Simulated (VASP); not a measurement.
A run of VASP 6.6.1 is set up as follows.

INCAR

```
PREC = Accurate
ENCUT = 520
EDIFF = 1E-6
ISMEAR = -1
SIGMA = 0.05
LREAL = Auto
LASPH = True
NELM = 100
ALGO = Normal
ISIF = 2
LWAVE = False
LCHARG = True
GGA = PE
IVDW = 12
LELF = True
LVHAR = True
NBANDS = 82
```

File KPOINTS:

```
regular mesh
0
Gamma
  1 1 1
```

POSCAR

```
CO2
1.0
    8.0824800000      0.0000000000      0.0000000000
    0.0000000000      8.0824800000      0.0000000000
    0.0000000000      0.0000000000      8.0824800000
C O
8 16
Direct
    0.4941923766      0.7953746870      0.8525601053
    0.9712241787      0.4929551326      0.6102706100
    0.0352490820      0.1726079124      0.0962080945
    0.7144589284      0.1474671141      0.6667631717
    0.5745018856      0.5513283052      0.4147984282
    0.1159545090      0.8289287446      0.4395433085
    0.4880061565      0.3832858232      0.0364739535
    0.0212063624      0.7552508636      0.9156595500
    0.5489899140      0.8971751245      0.9516014887
    0.4592897230      0.6791479843      0.7644312142
    0.8383812889      0.5363081628      0.5592095495
    1.0862878720      0.4371059378      0.6694356188
    0.1395858697      0.1876033099      0.1942225654
   -0.0164058556      0.1922429749     -0.0339499758
    0.5799705041      0.1064772199      0.6038864309
    0.8218888262      0.1966475636      0.7498317348
    0.6215666479      0.6833917313      0.4043808336
    0.5339326543      0.4129054449      0.4071770051
    0.2124100524      0.8789752650      0.5568835308
    0.0279493423      0.8033920282      0.3312225950
    0.4437994279      0.5121571597      0.0916797815
    0.5416035672      0.2534618088      0.0082524176
   -0.0688526294      0.7940632083      0.8092194475
    0.1378289832      0.7345393988      0.9977506904
```

Potentials or basis: VASP PAW PBE potentials, release 64 (C, O).

Launch:

```console
$ cat potpaw_PBE.64/C/POTCAR potpaw_PBE.64/O/POTCAR > POTCAR
$ mpirun -np 1 vasp_gam > vasp.out
```

Question: Estimate the band gap on the k mesh.

Answer: 5.00 eV.

Question: Estimate the largest force.

Answer: 9.845 eV/Å.

Stress tensor (GPa, compression positive):
```
 0.14 -1.61  1.04
-1.61  0.49 -2.45
 1.04 -2.45  1.22
```

Caveat: the k points lie up to 0.78 Å⁻¹ apart.
